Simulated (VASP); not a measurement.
Wanted: the native input for a VASP 6.6.1 run.

| Item | Value |
| --- | --- |
| Task | single point |
| Functional | r2SCAN |
| Potentials or basis | VASP PAW PBE potentials, release 64 (Ca_sv, Ti_sv, Os, Br) |
| Cutoff | 520 eV |
| k mesh | 8 × 8 × 4 |
| Occupations | gaussian, width 0.1 eV |
| Spin | no spin polarisation |
| Dipole correction | no |
| Further INCAR settings | ALGO = Normal; EDIFF = 1e-06; NBANDS = 35 |

CaTiOs2Br2:

```xyz
6
Lattice="3.6272 0.0000 0.0000 0.0000 3.6272 0.0000 0.0000 0.0000 11.4744" Properties=species:S:1:pos:R:3 pbc="T T T"
Ca    0.0000    0.0000    9.1112
Ti    1.8136    1.8136    2.1015
Os    1.8136    0.0000    0.2363
Os    0.0000    1.8136    0.2363
Br    1.8136    1.8136    7.6315
Br    0.0000    0.0000    3.6320
```

One way to write it, as run:

POSCAR

```
CaTiOs2Br2
1.0
    3.6271847284      0.0000000000      0.0000000000
    0.0000000000      3.6271847284      0.0000000000
    0.0000000000      0.0000000000     11.4743778793
Ca Ti Os Br
1 1 2 2
Direct
    0.0000000000      0.0000000000      0.7940461446
    0.5000000000      0.5000000000      0.1831509692
    0.5000000000      0.0000000000      0.0205909344
    0.0000000000      0.5000000000      0.0205909344
    0.5000000000      0.5000000000      0.6650926128
    0.0000000000      0.0000000000      0.3165293545
```

INCAR.step1

```
PREC = Accurate
ENCUT = 520
ISMEAR = 0
SIGMA = 0.1
LREAL = F
LASPH = T
NELM = 60
NBANDS = 35
GGA = PE
ALGO = Normal
EDIFF = 1E-4
LWAVE = T
LCHARG = F
```

INCAR.step2

```
PREC = Accurate
ENCUT = 520
EDIFF = 1E-6
ISMEAR = 0
SIGMA = 0.1
LREAL = F
LASPH = T
NELM = 60
ALGO = Normal
ISIF = 2
LWAVE = F
LCHARG = F
METAGGA = R2SCAN
LMIXTAU = T
NBANDS = 35
ISTART = 1
```

KPOINTS

```
Automatic mesh
0
Gamma
  8 8 4
```

Potentials or basis: VASP PAW PBE potentials, release 64 (Ca_sv, Ti_sv, Os, Br).

Launch:

```bash
$ cat potpaw_PBE.64/Ca_sv/POTCAR potpaw_PBE.64/Ti_sv/POTCAR potpaw_PBE.64/Os/POTCAR potpaw_PBE.64/Br/POTCAR > POTCAR
$ cp INCAR.step1 INCAR
$ mpirun -np 1 vasp_std > vasp.out
$ cp INCAR.step2 INCAR
$ mpirun -np 1 vasp_std > vasp.out
```

Results of the run:

* Pressure: -1.5 GPa
* Largest force: 0.157 eV/Å
* Band gap on the k mesh: zero (bands 26 and 27 overlap by 1.23 eV)

Caveat: the PAW data sets were made with another functional, which shifts forces and pressure a little; spin-orbit coupling is left out, which moves the levels of the heavy elements.

It took 17 min on 1 thread of Intel Xeon 8259CL (shared host), peak memory 0.47 GiB.
